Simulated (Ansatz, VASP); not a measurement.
# PbO in VASP and in Ansatz

The input INCAR:

```
SYSTEM = PbO
PREC = Accurate
ENCUT = 520
EDIFF = 1E-6
ISMEAR = 0
SIGMA = 0.05
LREAL = .FALSE.
LASPH = .TRUE.
NELM = 60
ALGO = Normal
ISIF = 2
LWAVE = .FALSE.
LCHARG = .FALSE.
GGA = PE
IVDW = 12
NBANDS = 28
```

File KPOINTS:

```
regular mesh
0
G
  8 8 6
  0 0 0
```

The input POSCAR:

```
PbO
1.0
    3.7756800000      0.0000000000      0.0000000000
    0.0000000000      3.7756800000      0.0000000000
    0.0000000000      0.0000000000      5.0220000000
Pb O
2 2
Direct
    0.0000000000      0.5000000000      0.2351000000
    0.5000000000      0.0000000000      0.7649000000
    0.0000000000      0.0000000000      0.0000000000
    0.5000000000      0.5000000000      0.0000000000
```

Input for Ansatz:

```yaml
crystal:
  lattice:
    - [3.77568, 0.0, 0.0]
    - [0.0, 3.77568, 0.0]
    - [0.0, 0.0, 5.022]
  atoms:
    - { symbol: Pb, position: [0.0, 0.5, 0.2351] }
    - { symbol: Pb, position: [0.5, 0.0, 0.7649] }
    - { symbol: O, position: [0.0, 0.0, 0.0] }
    - { symbol: O, position: [0.5, 0.5, 0.0] }
basis:
  ecutwfc: 420
kpoints:
  mp_grid: { grid: [8, 8, 6] }
hamiltonian:
  xc: pbe
  dispersion: d3bj
scf:
  occupations: { method: gaussian, width: 0.05 }
output:
  forces: true
  stress: true
  eigenvalues: true
```

Change from the starting cell: strain -0.050 along x and y, +0.000 along z, atoms carried along.

Alike in both runs: task single point; functional PBE; dispersion D3(BJ); k mesh 8 × 8 × 6; occupations gaussian, width 0.05 eV; no spin polarisation.

|  | VASP | Ansatz |
| --- | --- | --- |
| version | VASP 6.6.1 | Ansatz 0.2.0 |
| potentials or method | VASP PAW PBE potentials, release 64 (Pb_d, O), cutoff 520 eV | scalar-relativistic, plane waves, PAW |
| valence electrons in the cell | 40 | 40 |

|  | VASP | Ansatz | Ansatz less VASP |
| --- | --- | --- | --- |
| gap on the k mesh at the Fermi level (eV) | 0.89 | 0.88 | -0.012 |
| least direct gap on the mesh (eV) | 2.52 | 2.52 | -0.003 |
| pressure (GPa) | 15.4 | 15.2 | -0.16 |
| traceless stress, the component that is largest in VASP (GPa) | -3.67 | -3.66 | +0.010 |
| rms of the force components (eV/Å) | 0.826 | 0.802 | -0.0244 |

Atom by atom the forces differ by 0.024 eV/Å (rms over components).

Neither program's run includes spin-orbit coupling.
